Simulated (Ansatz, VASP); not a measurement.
# One calculation of Cd, two programs

Contents of INCAR:

```
SYSTEM = Cd
  PREC = Accurate
  ENCUT = 520
  EDIFF = 1E-6
  ISMEAR = -1
  SIGMA = 0.08
  LREAL = .False.
  LASPH = .True.
  NELM = 80
  ALGO = Normal
  ISIF = 2
  LWAVE = .False.
  LCHARG = .True.
  LDIPOL = .True.
  IDIPOL = 3
  DIPOL = 0.5 0.5 0.500
  LELF = .True.
  LVHAR = .True.
  LVACPOTAV = .True.
  NBANDS = 19
```

File KPOINTS:

```
Automatic mesh
0
Gamma
  13 13 1
  0 0 0
```

Contents of POSCAR:

```
Cd
1.0
    2.9258525262      0.0000000000      0.0000000000
   -1.4629262631      2.5338626154      0.0000000000
    0.0000000000      0.0000000000     11.6577000000
Cd
2
Direct
    0.8333333333      0.1666666667      0.3860094857
    0.1666666667      0.8333333333      0.6139905143
```

Input for Ansatz:

```yaml
crystal:
  lattice:
    - [2.9258525262, 0.0, 0.0]
    - [-1.4629262631, 2.5338626154, 0.0]
    - [0.0, 0.0, 11.6577]
  atoms:
    - { symbol: Cd, position: [0.8333333333, 0.1666666667, 0.3860094857] }
    - { symbol: Cd, position: [0.1666666667, 0.8333333333, 0.6139905143] }
kpoints:
  mp_grid: { grid: [13, 13, 1] }
scf:
  occupations: { method: fermi_dirac, width: 0.08 }
hamiltonian:
  xc: lda
  pseudopotentials: { kind: all_electron, lapw: { basis_error: 0.001 } }
output:
  forces: true
  stress: true
  eigenvalues: true
efield:
  axis: 3
  amplitude: 0
  dipole_correction: true
```

Alike in both runs: task single point; functional LDA; k mesh 13 × 13 × 1; occupations fermi-dirac, width 0.08 eV; no spin polarisation.

|  | VASP | Ansatz |
| --- | --- | --- |
| version | VASP 6.6.1 | Ansatz 0.2.0 |
| potentials or method | VASP PAW LDA potentials, release 64 (Cd), cutoff 520 eV | all-electron LAPW, scalar-relativistic |

|  | VASP | Ansatz | Ansatz less VASP |
| --- | --- | --- | --- |
| rms of the force components (eV/Å) | 0.019 | 0.004 | -0.0149 |

LDA's correlation is that of Perdew and Zunger in VASP and of Perdew and Wang (1992) in Ansatz. Atom by atom the forces differ by 0.015 eV/Å (rms over components). Ansatz ran all-electron here, and VASP with PAW potentials. Ansatz's warnings: vacuum density over bound.
